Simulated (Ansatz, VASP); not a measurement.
**Two plane-wave programs on Be**

```
CELL_PARAMETERS angstrom
2.21422 0.00000 0.00000
-1.10711 1.91757 0.00000
0.00000 0.00000 3.50000
ATOMIC_POSITIONS crystal
Be 0.33333 0.66667 0.25000
Be 0.66667 0.33333 0.75000
```

Alike in both runs: task single point; functional revPBE; dispersion D3(BJ); k mesh 21 × 21 × 12; occupations gaussian, width 0.1 eV; no spin polarisation.

```csv
,VASP,Ansatz
version,VASP 6.6.1,Ansatz 0.2.0
potentials or method,"VASP PAW PBE potentials, release 64 (Be)","scalar-relativistic, plane waves, PAW"
plane-wave cutoff (eV),520,420
valence electrons in the cell,4,4
```

VASP gave:

```
gap on the k mesh at the Fermi level (eV) : none
pressure (GPa)                            : -5.8
```

**Question.** Estimate Ansatz's values.

**Answer.** gap on the k mesh at the Fermi level (eV): none; pressure (GPa): -5.9.

VASP's potentials were made for PBE, not for revPBE. A gap of «none» marks a metal or a gap that the smearing closes.
